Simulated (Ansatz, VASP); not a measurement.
Ti3Al: VASP beside Ansatz

Contents of INCAR:

```
SYSTEM = Ti3Al
ALGO     = Fast           ! electronic algorithm
EDIFF    = 1E-7           ! SCF threshold, eV
ENCUT    = 520            ! plane-wave cutoff, eV
GGA      = PE             ! functional
ISIF     = 2              ! what is computed and relaxed
ISMEAR   = 0              ! smearing method
LASPH    = .True.         ! aspherical terms in the spheres
LCHARG   = .False.        ! write CHGCAR
LREAL    = .False.        ! projectors in reciprocal space
LWAVE    = .False.        ! write WAVECAR
NBANDS   = 28             ! bands
NELM     = 80             ! most SCF steps
PREC     = Accurate       ! precision mode
SIGMA    = 0.15           ! smearing width, eV
```

File KPOINTS:

```
k-points
0
Gamma
  15 15 6
  0 0 0
```

POSCAR

```
Ti3Al
1.0
    2.8794395691      0.0000000000      0.0000000000
   -1.4397197845      2.4936678155      0.0000000000
    0.0000000000      0.0000000000      9.5568599297
Ti Al
3 1
Direct
    0.6666666667      0.3333333333      0.0000000000
    0.3333333333      0.6666666667      0.7342089107
    0.3333333333      0.6666666667      0.2657910893
    0.6666666667      0.3333333333      0.5000000000
```

Input for Ansatz:

```yaml
crystal:
  lattice:
    - [2.8794395691, 0.0, 0.0]
    - [-1.4397197845, 2.4936678155, 0.0]
    - [0.0, 0.0, 9.5568599297]
  atoms:
    - { symbol: Ti, position: [0.6666666667, 0.3333333333, 0.0] }
    - { symbol: Ti, position: [0.3333333333, 0.6666666667, 0.7342089107] }
    - { symbol: Ti, position: [0.3333333333, 0.6666666667, 0.2657910893] }
    - { symbol: Al, position: [0.6666666667, 0.3333333333, 0.5] }
basis:
  ecutwfc: 520.0
kpoints:
  mp_grid: { grid: [15, 15, 6] }
hamiltonian:
  xc: pbe
  pseudopotentials: { kind: paw, azcp: { folder: soft_1 } }
scf:
  occupations: { method: gaussian, width: 0.15 }
output:
  forces: true
  stress: true
  eigenvalues: true
```

Alike in both runs: task single point; functional PBE; k mesh 15 × 15 × 6; occupations gaussian, width 0.15 eV; no spin polarisation.

|  | VASP | Ansatz |
| --- | --- | --- |
| version | VASP 6.6.1 | Ansatz 0.2.0 |
| potentials or method | VASP PAW PBE potentials, release 64 (Ti_sv, Al), cutoff 520 eV | scalar-relativistic, plane waves, PAW |
| valence electrons in the cell | 39 | 39 |

|  | VASP | Ansatz | Ansatz less VASP |
| --- | --- | --- | --- |
| gap on the k mesh at the Fermi level (eV) | none | none | - |
| pressure (GPa) | 0.0 | 0.1 | +0.05 |
| traceless stress, the component that is largest in VASP (GPa) | -2.04 | -2.10 | -0.056 |
| rms of the force components (eV/Å) | 0.352 | 0.350 | -0.0022 |

Atom by atom the forces differ by 0.002 eV/Å (rms over components). A gap of «none» marks a metal or a gap that the smearing closes. With one functional, cell and mesh, what is left measures potentials, basis and numerics.
